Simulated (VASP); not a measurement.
# BP (gw) (I-4m2) in VASP: a series of runs

BP (gw) is run at these levels: PBEsol; tasks: single point.

Everything below comes from runs of VASP 6.6.1. Logs are shortened: lines on timing, memory, paths and dates and some standing lists are left out, and cuts for length are marked.

## 1. The cell of the first run

The structure is tetragonal, space group I-4m2 (No. 119). The conventional cell has a = 3.188 Å, b = 3.188 Å, c = 4.588 Å, α = 90.00°, β = 90.00°, γ = 90.00°. B (site symmetry -4m2) has 4 P at 1.96 Å within 2.6 Å. Within 2.6 Å of P (site symmetry -4m2) lie 4 B at 1.96 Å.

## 2. Single point, PBEsol

INCAR

```
  PREC = Accurate
  ENCUT = 500
  EDIFF = 1E-6
  ISMEAR = 0
  SIGMA = 0.01
  LREAL = F
  LASPH = T
  NELM = 120
  ALGO = Normal
  ISIF = 2
  LWAVE = F
  LCHARG = F
  GGA = PS
  NBANDS = 11
  GGA_COMPAT = F
```

KPOINTS

```
Automatic mesh
0
Gamma
  6 6 6
```

POSCAR

```
BP
1.0
    0.0000000000      2.2539776244      2.2940366186
    2.2539776244      0.0000000000      2.2940366186
    2.2539776244      2.2539776244      0.0000000000
B P
1 1
Direct
    0.0000000000      0.0000000000      0.0000000000
    0.2500000000      0.2500000000      0.2500000000
```

Potentials or basis: VASP PAW PBE potentials, release 64 (B, P).

Started as:

```sh
$ cat potpaw_PBE.64/B/POTCAR potpaw_PBE.64/P/POTCAR > POTCAR
$ mpirun -np 1 vasp_std > vasp.out
```

OUTCAR:

```text
PREC = Accurate
   ENCUT = 500
   EDIFF = 1E-6
   ISMEAR = 0
   LREAL = F
   LASPH = T
   NELM = 120
   ISIF = 2
   GGA = PS

 ion  position               nearest neighbor table
   1  0.000  0.000  0.000-   2 1.96   2 1.96   2 1.96   2 1.96
   2  0.250  0.250  0.250-   1 1.96   1 1.96   1 1.96   1 1.96

  LATTYP: Found a body centered tetragonal cell.
 ALAT       =     3.1876057257
 C/A-ratio  =     1.4393477839

  Lattice vectors:

 A1 = (  -2.2539776244,   0.0000000000,   2.2940366186)
 A2 = (   2.2539776244,   0.0000000000,   2.2940366186)
 A3 = (   0.0000000000,   2.2539776244,  -2.2940366186)

Analysis of symmetry for initial positions (statically):
=====================================================================
 Subroutine PRICEL returns:
 Original cell was already a primitive cell.

 Routine SETGRP: Setting up the symmetry group for a
 body centered tetragonal supercell.

 Subroutine GETGRP returns: Found  8 space group operations
 (whereof  8 operations were pure point group operations)
 out of a pool of 16 trial point group operations.

The static configuration has the point symmetry D_2d.

Analysis of symmetry for dynamics (positions and initial velocities):
=====================================================================
 Subroutine PRICEL returns:
 Original cell was already a primitive cell.

 Routine SETGRP: Setting up the symmetry group for a
 body centered tetragonal supercell.

 Subroutine GETGRP returns: Found  8 space group operations
 (whereof  8 operations were pure point group operations)
 out of a pool of 16 trial point group operations.

The dynamic configuration has the point symmetry D_2d.

 Subroutine INISYM returns: Found  8 space group operations
 (whereof  8 operations are pure point group operations),
 and found     1 'primitive' translations

----------------------------------------------------------------------------------------

                                     Primitive cell

  volume of cell :      23.3093

  direct lattice vectors                    reciprocal lattice vectors
     0.000000000  2.253977624  2.294036619    -0.221830064  0.221830064  0.217956416
     2.253977624  0.000000000  2.294036619     0.221830064 -0.221830064  0.217956416
     2.253977624  2.253977624  0.000000000     0.221830064  0.221830064 -0.217956416

  length of vectors
     3.216056458  3.216056458  3.187605726     0.381997583  0.381997583  0.381997583

[... 82 lines left out ...]
   EDIFFG = 0.1E-04   stopping-criterion for IOM
   NSW    =      0    number of steps for IOM
   IBRION =     -1    ionic relax: 0-MD 1-quasi-New 2-CG
   NFREE  =      0    steps in history (QN), initial steepest desc. (CG)
   ISIF   =      2    stress and relaxation
   ISYM   =      2    0-nonsym 1-usesym 2-fastsym
   POTIM  = 0.5000    time-step for ionic-motion
   TEBEG  =    0.0;   TEEND  =   0.0 temperature during run
   PSTRESS=    0.0 pullay stress
   NELECT =       8.0000    total number of electrons
   NUPDOWN=      -1.0000    fix difference up-down
   EMIN   =  10.00;   EMAX   =-10.00  energy-range for DOS
   EFERMI =   0.00;   METHOD = LEGACY
   ISMEAR =     0;   SIGMA  =   0.01  broadening in eV -4-tet -1-fermi 0-gaus
   EFERMI_NEDOS =   21; number of points for ismear=-14 and -15
   IALGO  =     38    algorithm
   IMIX   =      4    mixing-type and parameters
     AMIX     =   0.40;   BMIX     =  1.00
     AMIX_MAG =   1.60;   BMIX_MAG =  1.00
  volume/ion in A,a.u.               =      11.65        78.65
  Fermi-wavevector in a.u.,A,eV,Ry     =   1.146203  2.166010 17.875089  1.313782
  Thomas-Fermi vector in A             =   2.282889
   LORBIT       =      0    0 simple, 1 ext, 2 COOP (PROOUT), +10 PAW based schemes
   GGA     = PS    functional components
   LHFCALC =     F    Hartree Fock is set to
   AEXX    =    0.0000 exact exchange contribution
   IVDW    =     0    specifies the selected vdW correction
   LEPSILON=     F    determine dielectric tensor
   LRPA    =     F    only Hartree local field effects (RPA)
 non-spin polarized calculation
 Gauss-broadening in eV      SIGMA  =   0.01
  energy-cutoff  :      500.00
  volume of cell :       23.31
 maximum number of plane-waves:       604
   NGX = 11   NGY = 11   NGZ = 11

 number of electron       8.0000000 magnetization

 Free energy of the ion-electron system (eV)
  ---------------------------------------------------
  ext. energy  EPLUGINS =         0.00000000
  ---------------------------------------------------
  free energy    TOTEN  =       -13.65027556 eV

  energy without entropy =      -13.65027556  energy(sigma->0) =      -13.65027556

 E-fermi :   7.5415     XC(G=0): -11.0535

 val. band max:        7.4988342497   @ k =   0.0000   0.0000   0.0000
 cond. band min:       8.5936046616   @ k =   0.5000   0.0000   0.5000
 fundamental gap:      1.0947704120
 Fermi energy:         7.5414855340

 k-point     1 :       0.0000    0.0000    0.0000
  band No.  band energies     occupation
      1      -8.0815      2.00000
      2       7.3226      2.00000
      3       7.4988      2.00000
      4       7.4988      2.00000
      5      10.7665      0.00000
      6      10.7665      0.00000
      7      10.8632      0.00000
      8      14.8123      0.00000
      9      18.6949      0.00000
     10      19.3206      0.00000
     11      19.8005      0.00000
[... 309 lines left out ...]
 k-point    24 :       0.5000    0.0000    0.3333
  band No.  band energies     occupation
      1      -3.9050      2.00000
      2      -0.1009      2.00000
      3       2.1882      2.00000
      4       3.6550      2.00000
      5       9.1715      0.00000
      6      11.4041      0.00000
      7      17.2517      0.00000
      8      17.7835      0.00000
      9      21.1675      0.00000
     10      22.5942      0.00000
     11      25.0394      0.00000

 [... further k-points ...]
[... 5 lines left out ...]
  --------------------------------------------------------------------------------------
  -------------------------------------------------------------------------------------
  Total        0.0328693      0.0328693     -0.6527409      0.0000000      0.0000000      0.0000000
  in kB        2.2592857      2.2592857    -44.8664648      0.0000000      0.0000000      0.0000000
  external PRESSURE =     -13.4492978 kB  Pullay stress =       0.0000000 kB

 VOLUME and BASIS-vectors are now :
 -----------------------------------------------------------------------------
  energy-cutoff  :      500.00
  volume of cell :       23.31
      direct lattice vectors                 reciprocal lattice vectors
     0.000000000  2.253977624  2.294036619    -0.221830064  0.221830064  0.217956416
     2.253977624  0.000000000  2.294036619     0.221830064 -0.221830064  0.217956416
     2.253977624  2.253977624  0.000000000     0.221830064  0.221830064 -0.217956416

 POSITION                                       TOTAL-FORCE (eV/Angst)
 -----------------------------------------------------------------------------------
      0.00000      0.00000      0.00000        -0.000000     -0.000000      0.000000
      1.12699      1.12699      1.14702         0.000000      0.000000     -0.000000
 -----------------------------------------------------------------------------------
    total drift:                                0.000000      0.000000      0.000000

  FREE ENERGIE OF THE ION-ELECTRON SYSTEM (eV)
  ---------------------------------------------------
  free  energy   TOTEN  =       -13.6502755601 eV

  energy  without entropy=      -13.6502755601  energy(sigma->0) =      -13.65027556
```

OSZICAR:

```text
N       E                     dE             d eps       ncg     rms          rms(c)
DAV:   1     0.737295310717E+01    0.73730E+01   -0.39058E+03   660   0.641E+02
DAV:   2    -0.137570296043E+02   -0.21130E+02   -0.20170E+02   926   0.106E+02
DAV:   3    -0.143666518120E+02   -0.60962E+00   -0.60815E+00   818   0.152E+01
DAV:   4    -0.143690013392E+02   -0.23495E-02   -0.23494E-02   769   0.114E+00
DAV:   5    -0.143690138147E+02   -0.12475E-04   -0.12475E-04   815   0.804E-02    0.705E+00
DAV:   6    -0.137605364517E+02    0.60848E+00   -0.13047E+00   762   0.486E+00    0.376E+00
DAV:   7    -0.136596167349E+02    0.10092E+00   -0.23824E-01   822   0.240E+00    0.123E+00
DAV:   8    -0.136500648538E+02    0.95519E-02   -0.25652E-02   773   0.898E-01    0.167E-01
DAV:   9    -0.136502089944E+02   -0.14414E-03   -0.69450E-04   753   0.179E-01    0.102E-01
DAV:  10    -0.136502711602E+02   -0.62166E-04   -0.10475E-04   752   0.633E-02    0.203E-02
DAV:  11    -0.136502751961E+02   -0.40359E-05   -0.69857E-06   810   0.150E-02    0.257E-02
DAV:  12    -0.136502755601E+02   -0.36406E-06   -0.19950E-06   562   0.655E-03
   1 F= -.13650276E+02 E0= -.13650276E+02  d E =-.657028E-12
```

stdout:

```text
POSCAR found type information on POSCAR B P
 POSCAR found :  2 types and       2 ions
 scaLAPACK will be used
 -----------------------------------------------------------------------------
|                                                                             |
|                                                                             |
|     You enforced a specific xc type in the INCAR file but a different       |
|     I HOPE YOU KNOW WHAT YOU ARE DOING!                                     |
|                                                                             |
 -----------------------------------------------------------------------------

 LDA part: xc-table for (Slater+PW92), standard interpolation
 POSCAR, INCAR and KPOINTS ok, starting setup
 FFT: planning ... GRIDC
 FFT: planning ... GRID_SOFT
 FFT: planning ... GRID
 WAVECAR not read
 entering main loop
```

Run time: 11 s. Hardware: 1 thread of Intel Xeon 8259CL, shared host; peak memory 0.13 GiB.

Results:

* Free energy: -13.6503 eV
* Pressure: -1.3 GPa
* Band gap on the k mesh: 1.09 eV, indirect (least direct gap 3.27 eV)

Caveat: the PAW data sets were made with another functional, which shifts forces and pressure a little.

## 3. Single point, PBEsol

INCAR

```
SYSTEM = BP
PREC = Accurate
ENCUT = 500
EDIFF = 1E-6
ISMEAR = 0
SIGMA = 0.01
LREAL = .False.
LASPH = .True.
NELM = 120
ALGO = Normal
ISIF = 2
LWAVE = .False.
LCHARG = .False.
GGA = PS
NBANDS = 11
GGA_COMPAT = .False.
```

KPOINTS

```
regular mesh
0
Gamma
  6 6 6
  0 0 0
```

POSCAR is that of step 2.

Potentials or basis: VASP PAW PBE potentials, release 64 (B, P).

Started as:

```sh
$ cat potpaw_PBE.64/B/POTCAR potpaw_PBE.64/P/POTCAR > POTCAR
$ mpirun -np 1 vasp_std > vasp.out
```

OUTCAR:

```text
SYSTEM = BP
   PREC = Accurate
   ENCUT = 500
   EDIFF = 1E-6
   ISMEAR = 0
   LREAL = .False.
   LASPH = .True.
   NELM = 120
   ISIF = 2
   GGA = PS

 ion  position               nearest neighbor table
   1  0.000  0.000  0.000-   2 1.96   2 1.96   2 1.96   2 1.96
   2  0.250  0.250  0.250-   1 1.96   1 1.96   1 1.96   1 1.96

  LATTYP: Found a body centered tetragonal cell.
 ALAT       =     3.1876057257
 C/A-ratio  =     1.4393477839

  Lattice vectors:

 A1 = (  -2.2539776244,   0.0000000000,   2.2940366186)
[... 514 lines left out ...]
      7      17.2517      0.00000
      8      17.7835      0.00000
      9      21.1675      0.00000
     10      22.5942      0.00000
     11      25.0394      0.00000

 [... further k-points ...]
[... 5 lines left out ...]
  --------------------------------------------------------------------------------------
  -------------------------------------------------------------------------------------
  Total        0.0328693      0.0328693     -0.6527409      0.0000000      0.0000000      0.0000000
  in kB        2.2592857      2.2592857    -44.8664648      0.0000000      0.0000000      0.0000000
  external PRESSURE =     -13.4492978 kB  Pullay stress =       0.0000000 kB

 VOLUME and BASIS-vectors are now :
 -----------------------------------------------------------------------------
  energy-cutoff  :      500.00
  volume of cell :       23.31
      direct lattice vectors                 reciprocal lattice vectors
     0.000000000  2.253977624  2.294036619    -0.221830064  0.221830064  0.217956416
     2.253977624  0.000000000  2.294036619     0.221830064 -0.221830064  0.217956416
     2.253977624  2.253977624  0.000000000     0.221830064  0.221830064 -0.217956416

 POSITION                                       TOTAL-FORCE (eV/Angst)
 -----------------------------------------------------------------------------------
      0.00000      0.00000      0.00000        -0.000000     -0.000000      0.000000
      1.12699      1.12699      1.14702         0.000000      0.000000     -0.000000
 -----------------------------------------------------------------------------------
    total drift:                                0.000000      0.000000      0.000000

  FREE ENERGIE OF THE ION-ELECTRON SYSTEM (eV)
  ---------------------------------------------------
  free  energy   TOTEN  =       -13.6502755601 eV

  energy  without entropy=      -13.6502755601  energy(sigma->0) =      -13.65027556
```

OSZICAR:

```text
N       E                     dE             d eps       ncg     rms          rms(c)
DAV:   1     0.737295310717E+01    0.73730E+01   -0.39058E+03   660   0.641E+02
DAV:   2    -0.137570296043E+02   -0.21130E+02   -0.20170E+02   926   0.106E+02
DAV:   3    -0.143666518120E+02   -0.60962E+00   -0.60815E+00   818   0.152E+01
DAV:   4    -0.143690013392E+02   -0.23495E-02   -0.23494E-02   769   0.114E+00
DAV:   5    -0.143690138147E+02   -0.12475E-04   -0.12475E-04   815   0.804E-02    0.705E+00
DAV:   6    -0.137605364517E+02    0.60848E+00   -0.13047E+00   762   0.486E+00    0.376E+00
DAV:   7    -0.136596167349E+02    0.10092E+00   -0.23824E-01   822   0.240E+00    0.123E+00
DAV:   8    -0.136500648538E+02    0.95519E-02   -0.25652E-02   773   0.898E-01    0.167E-01
DAV:   9    -0.136502089944E+02   -0.14414E-03   -0.69450E-04   753   0.179E-01    0.102E-01
DAV:  10    -0.136502711602E+02   -0.62166E-04   -0.10475E-04   752   0.633E-02    0.203E-02
DAV:  11    -0.136502751961E+02   -0.40359E-05   -0.69857E-06   810   0.150E-02    0.257E-02
DAV:  12    -0.136502755601E+02   -0.36406E-06   -0.19950E-06   562   0.655E-03
   1 F= -.13650276E+02 E0= -.13650276E+02  d E =-.657028E-12
```

It took 11 s on 1 thread of Intel Xeon 8259CL, shared host; peak memory 0.13 GiB.

Results:

```
Free energy            : -13.6503 eV
Pressure               : -1.3 GPa
Band gap on the k mesh : 1.09 eV, indirect (least direct gap 3.27 eV)
```

Stress tensor (GPa, compression positive):
```
 0.23  0.00  0.00
 0.00  0.23  0.00
 0.00  0.00 -4.49
```

Caveat: the PAW data sets were made with another functional, which shifts forces and pressure a little.
